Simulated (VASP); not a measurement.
# Ge2Sb2O (I4/mmm) in VASP: further runs

Runs on Ge2Sb2O. Level: PBE. Tasks: single point.

Everything below comes from runs of VASP 6.6.1. Logs are shortened: lines on timing, memory, paths and dates and some standing lists are left out, and cuts for length are marked.

## Step 1: The cell of the first run

The structure is tetragonal, space group I4/mmm (No. 139). Conventional cell: a = 4.490 Å, b = 4.490 Å, c = 11.247 Å, α = 90.00°, β = 90.00°, γ = 90.00°. Ge (site symmetry -4m2) has 2 Sb at 2.81 Å and 4 Ge at 3.17 Å and 4 O at 3.60 Å within 3.7 Å. Within 3.0 Å of Sb (site symmetry mmm) lie 2 O at 2.24 Å and 2 Ge at 2.81 Å. Within 3.0 Å of O (site symmetry 4/mmm) lie 4 Sb at 2.24 Å.

The cell was generated, and may not be a known phase.

## Step 2: Single point, PBE

INCAR

```
  PREC = Accurate
  ENCUT = 520
  EDIFF = 1E-6
  ISMEAR = 0
  SIGMA = 0.1
  LREAL = F
  LASPH = T
  NELM = 60
  ALGO = Normal
  ISIF = 2
  LWAVE = F
  LCHARG = F
  GGA = PE
  NBANDS = 30
```

KPOINTS

```
Automatic mesh
0
Gamma
  4 4 4
```

POSCAR

```
Ge2Sb2O
1.0
   -2.2448641208      2.2448641208      5.6234783119
    2.2448641208     -2.2448641208      5.6234783119
    2.2448641208      2.2448641208     -5.6234783119
Ge Sb O
2 2 1
Direct
    0.7500000000      0.2500000000      0.5000000000
    0.2500000000      0.7500000000      0.5000000000
    0.5000000000      0.0000000000      0.5000000000
    0.0000000000      0.5000000000      0.5000000000
    0.0000000000      0.0000000000      0.0000000000
```

Potentials or basis: VASP PAW PBE potentials, release 64 (Ge_d, Sb, O).

Run with:

```console
$ cat potpaw_PBE.64/Ge_d/POTCAR potpaw_PBE.64/Sb/POTCAR potpaw_PBE.64/O/POTCAR > POTCAR
$ mpirun -np 1 vasp_std > vasp.out
```

OUTCAR:

```text
PREC = Accurate
   ENCUT = 520
   EDIFF = 1E-6
   ISMEAR = 0
   LREAL = F
   LASPH = T
   NELM = 60
   ISIF = 2
   GGA = PE

 ion  position               nearest neighbor table
   1  0.750  0.250  0.500-   3 2.81   4 2.81
   2  0.250  0.750  0.500-   3 2.81   4 2.81
   3  0.500  0.000  0.500-   5 2.24   5 2.24   1 2.81   2 2.81   4 3.17   4 3.17   4 3.17   4 3.17

   4  0.000  0.500  0.500-   5 2.24   5 2.24   1 2.81   2 2.81   3 3.17   3 3.17   3 3.17   3 3.17

   5  0.000  0.000  0.000-   3 2.24   4 2.24   4 2.24   3 2.24

  LATTYP: Found a body centered tetragonal cell.
 ALAT       =     4.4897282416
 C/A-ratio  =     2.5050417350

  Lattice vectors:

 A1 = (  -2.2448641208,   2.2448641208,   5.6234783119)
 A2 = (   2.2448641208,  -2.2448641208,   5.6234783119)
 A3 = (   2.2448641208,   2.2448641208,  -5.6234783119)

Analysis of symmetry for initial positions (statically):
=====================================================================
 Subroutine PRICEL returns:
 Original cell was already a primitive cell.

 Routine SETGRP: Setting up the symmetry group for a
 body centered tetragonal supercell.

 Subroutine GETGRP returns: Found 16 space group operations
 (whereof 16 operations were pure point group operations)
 out of a pool of 16 trial point group operations.

The static configuration has the point symmetry D_4h.

Analysis of symmetry for dynamics (positions and initial velocities):
=====================================================================
 Subroutine PRICEL returns:
 Original cell was already a primitive cell.

 Routine SETGRP: Setting up the symmetry group for a
 body centered tetragonal supercell.

 Subroutine GETGRP returns: Found 16 space group operations
 (whereof 16 operations were pure point group operations)
 out of a pool of 16 trial point group operations.

The dynamic configuration has the point symmetry D_4h.

 Subroutine INISYM returns: Found 16 space group operations
 (whereof 16 operations are pure point group operations),
 and found     1 'primitive' translations

----------------------------------------------------------------------------------------

                                     Primitive cell

  volume of cell :     113.3562

  direct lattice vectors                    reciprocal lattice vectors
    -2.244864121  2.244864121  5.623478312     0.000000000  0.222730630  0.088912942
     2.244864121 -2.244864121  5.623478312     0.222730630  0.000000000  0.088912942
     2.244864121  2.244864121 -5.623478312     0.222730630  0.222730630  0.000000000

  length of vectors
     6.457734755  6.457734755  6.457734755     0.239821694  0.239821694  0.314988678

  position of ions in fractional coordinates (direct lattice)
     0.750000000  0.250000000  0.500000000
     0.250000000  0.750000000  0.500000000
     0.500000000  0.000000000  0.500000000
     0.000000000  0.500000000  0.500000000
     0.000000000  0.000000000  0.000000000

  ion indices of the primitive-cell ions
   primitive index   ion index
                 1           1
                 2           2
                 3           3
                 4           4
                 5           5

----------------------------------------------------------------------------------------

 KPOINTS: Automatic mesh

Automatic generation of k-mesh.
 Grid dimensions read from file:
 generate k-points for:    4    4    4

 Generating k-lattice:

  Cartesian coordinates                     Fractional coordinates (reciprocal lattice)
     0.000000000  0.055682658  0.022228235     0.250000000  0.000000000 -0.000000000
     0.055682658  0.000000000  0.022228235     0.000000000  0.250000000 -0.000000000
     0.055682658  0.055682658  0.000000000     0.000000000  0.000000000  0.250000000

  Length of vectors
     0.059955423  0.059955423  0.078747169

  Shift w.r.t. Gamma in fractional coordinates (k-lattice)
     0.000000000  0.000000000  0.000000000

 Subroutine IBZKPT returns following result:
 ===========================================

 Found     13 irreducible k-points:

 Following reciprocal coordinates:
            Coordinates               Weight
  0.000000  0.000000  0.000000      1.000000
  0.250000  0.000000  0.000000      8.000000
  0.500000  0.000000  0.000000      4.000000
  0.250000  0.250000  0.000000      8.000000
  0.500000  0.250000  0.000000     16.000000
 -0.250000  0.250000  0.000000      4.000000
  0.500000  0.500000  0.000000      2.000000
  0.250000  0.250000  0.250000      2.000000
 -0.250000  0.250000  0.250000      4.000000
  0.500000  0.500000  0.250000      4.000000
 -0.250000  0.500000  0.250000      8.000000
 -0.250000 -0.250000  0.250000      2.000000
  0.500000  0.500000  0.500000      1.000000
   k-points           NKPTS =     13   k-points in BZ     NKDIM =     13   number of bands    NBANDS=     30
   number of dos      NEDOS =    301   number of ions     NIONS =      5
   total plane-waves  NPLWV = 110592
   dimension x,y,z NGX =    48 NGY =   48 NGZ =   48
   dimension x,y,z NGXF=    96 NGYF=   96 NGZF=   96
   ions per type =               2   2   1
   NGX,Y,Z   is equivalent  to a cutoff of  12.36, 12.36, 12.36 a.u.
   NGXF,Y,Z  is equivalent  to a cutoff of  24.71, 24.71, 24.71 a.u.
 SYSTEM =  unknown system
   PREC   = accura    normal or accurate (medium, high low for compatibility)
   ISTART =      0    job   : 0-new  1-cont  2-samecut
   ICHARG =      2    charge: 1-file 2-atom 10-const
   ISPIN  =      1    spin polarized calculation?
   LNONCOLLINEAR =      F non collinear calculations
   LSORBIT =      F    spin-orbit coupling
   LASPH  =      T    aspherical Exc in radial PAW
   ENCUT  =  520.0 eV  38.22 Ry    6.18 a.u.  12.01 12.01 12.01*2*pi/ulx,y,z
   NELM   =     60;   NELMIN=  2; NELMDL= -5     # of ELM steps
   EDIFF  = 0.1E-05   stopping-criterion for ELM
   LREAL  =      F    real-space projection
   EDIFFG = 0.1E-04   stopping-criterion for IOM
   NSW    =      0    number of steps for IOM
   IBRION =     -1    ionic relax: 0-MD 1-quasi-New 2-CG
   NFREE  =      0    steps in history (QN), initial steepest desc. (CG)
   ISIF   =      2    stress and relaxation
   ISYM   =      2    0-nonsym 1-usesym 2-fastsym
   POTIM  = 0.5000    time-step for ionic-motion
   TEBEG  =    0.0;   TEEND  =   0.0 temperature during run
   PSTRESS=    0.0 pullay stress
   NELECT =      44.0000    total number of electrons
   NUPDOWN=      -1.0000    fix difference up-down
   EMIN   =  10.00;   EMAX   =-10.00  energy-range for DOS
   EFERMI =   0.00;   METHOD = LEGACY
   ISMEAR =     0;   SIGMA  =   0.10  broadening in eV -4-tet -1-fermi 0-gaus
   EFERMI_NEDOS =   21; number of points for ismear=-14 and -15
   IALGO  =     38    algorithm
   IMIX   =      4    mixing-type and parameters
     AMIX     =   0.40;   BMIX     =  1.00
     AMIX_MAG =   1.60;   BMIX_MAG =  1.00
  volume/ion in A,a.u.               =      22.67       152.99
  Fermi-wavevector in a.u.,A,eV,Ry     =   1.194201  2.256712 19.403479  1.426115
  Thomas-Fermi vector in A             =   2.330197
   LORBIT       =      0    0 simple, 1 ext, 2 COOP (PROOUT), +10 PAW based schemes
   GGA     = PE    functional components
   LHFCALC =     F    Hartree Fock is set to
   AEXX    =    0.0000 exact exchange contribution
   IVDW    =     0    specifies the selected vdW correction
   LEPSILON=     F    determine dielectric tensor
   LRPA    =     F    only Hartree local field effects (RPA)
 non-spin polarized calculation
 Gauss-broadening in eV      SIGMA  =   0.10
  energy-cutoff  :      520.00
  volume of cell :      113.36
 maximum number of plane-waves:      3076
   NGX = 25   NGY = 25   NGZ = 25

 number of electron      43.9999991 magnetization

 Free energy of the ion-electron system (eV)
  ---------------------------------------------------
  ext. energy  EPLUGINS =         0.00000000
  ---------------------------------------------------
  free energy    TOTEN  =       -21.88940040 eV

  energy without entropy =      -21.88493501  energy(sigma->0) =      -21.88716770

 E-fermi :   5.9560     XC(G=0):  -9.9406

 val. band max:        5.7146380258   @ k =   0.2500   0.0000   0.0000
 cond. band min:       5.9579649435   @ k =  -0.2500  -0.2500   0.2500
 fundamental gap:      0.2433269177
 Fermi energy:         5.9559607327

 k-point     1 :       0.0000    0.0000    0.0000
  band No.  band energies     occupation
      1     -18.8263      2.00000
      2     -18.8060      2.00000
      3     -18.8027      2.00000
      4     -18.7874      2.00000
      5     -18.7874      2.00000
      6     -18.7797      2.00000
[... 22 lines left out ...]
     29      11.2631      0.00000
     30      12.3707      0.00000

 k-point     2 :       0.2500    0.0000    0.0000
  band No.  band energies     occupation
      1     -18.8156      2.00000
      2     -18.8019      2.00000
      3     -18.7977      2.00000
      4     -18.7854      2.00000
      5     -18.7852      2.00000
      6     -18.7833      2.00000
[... 22 lines left out ...]
     29      11.6476      0.00000
     30      11.8177      0.00000

 k-point     3 :       0.5000    0.0000    0.0000
  band No.  band energies     occupation
      1     -18.7924      2.00000
      2     -18.7923      2.00000
      3     -18.7892      2.00000
      4     -18.7892      2.00000
      5     -18.7863      2.00000
      6     -18.7863      2.00000
[... 22 lines left out ...]
     29      10.9889      0.00000
     30      11.3057      0.00000

 k-point     4 :       0.2500    0.2500    0.0000
  band No.  band energies     occupation
      1     -18.8146      2.00000
      2     -18.7941      2.00000
      3     -18.7924      2.00000
      4     -18.7907      2.00000
      5     -18.7882      2.00000
      6     -18.7810      2.00000
[... 253 lines left out ...]
     29      11.2640      0.00000
     30      11.6662      0.00000

 k-point    12 :      -0.2500   -0.2500    0.2500
  band No.  band energies     occupation
      1     -18.8263      2.00000
      2     -18.8060      2.00000
      3     -18.8027      2.00000
      4     -18.7873      2.00000
      5     -18.7873      2.00000
      6     -18.7794      2.00000
[... 22 lines left out ...]
     29      12.0939      0.00000
     30      12.1429      0.00000

 k-point    13 :       0.5000    0.5000    0.5000
  band No.  band energies     occupation
      1     -18.8263      2.00000
      2     -18.8060      2.00000
      3     -18.8027      2.00000
      4     -18.7872      2.00000
      5     -18.7872      2.00000
      6     -18.7791      2.00000
[... 22 lines left out ...]
     29      11.1066      0.00000
     30      11.1066      0.00000

------------------------ aborting loop because EDIFF is reached ----------------------------------------

  FORCE on cell =-STRESS in cart. coord.  units (eV):
  Direction    XX          YY          ZZ          XY          YZ          ZX
  --------------------------------------------------------------------------------------
  -------------------------------------------------------------------------------------
  Total       -0.2249979     -0.2249979      0.1817898      0.0000000      0.0000000      0.0000000
  in kB       -3.1801230     -3.1801230      2.5694196      0.0000000      0.0000000      0.0000000
  external PRESSURE =      -1.2636088 kB  Pullay stress =       0.0000000 kB

 VOLUME and BASIS-vectors are now :
 -----------------------------------------------------------------------------
  energy-cutoff  :      520.00
  volume of cell :      113.36
      direct lattice vectors                 reciprocal lattice vectors
    -2.244864121  2.244864121  5.623478312     0.000000000  0.222730630  0.088912942
     2.244864121 -2.244864121  5.623478312     0.222730630  0.000000000  0.088912942
     2.244864121  2.244864121 -5.623478312     0.222730630  0.222730630  0.000000000

 POSITION                                       TOTAL-FORCE (eV/Angst)
 -----------------------------------------------------------------------------------
      0.00000      2.24486      2.81174        -0.000000      0.000000      0.000000
      2.24486      0.00000      2.81174        -0.000000     -0.000000     -0.000000
      0.00000      2.24486      0.00000         0.000000      0.000000      0.000000
      2.24486      0.00000      0.00000         0.000000      0.000000      0.000000
      0.00000      0.00000      0.00000         0.000000      0.000000      0.000000
 -----------------------------------------------------------------------------------
    total drift:                                0.000000     -0.000000      0.000000

  FREE ENERGIE OF THE ION-ELECTRON SYSTEM (eV)
  ---------------------------------------------------
  free  energy   TOTEN  =       -21.8894003960 eV

  energy  without entropy=      -21.8849350077  energy(sigma->0) =      -21.88716770
```

It took 1.7 min on 1 thread of Oxide Virtual Turin-like, shared host; peak memory 0.3 GiB.

Results:

- Free energy: -21.8894 eV
- Pressure: -0.1 GPa
- Band gap on the k mesh: zero (bands 22 and 23 overlap by 1.31 eV)

Stress tensor (GPa, compression positive):
```
-0.32  0.00  0.00
 0.00 -0.32  0.00
 0.00  0.00  0.26
```

Caveat: the k points lie up to 0.38 Å⁻¹ apart, too coarse for converged energies and pressures of a metal; spin-orbit coupling is left out, which moves the levels of the heavy elements.

(Part 1 of 2 ends here.)

The gap in the log of VASP goes by the Fermi energy; the results here count the filled bands.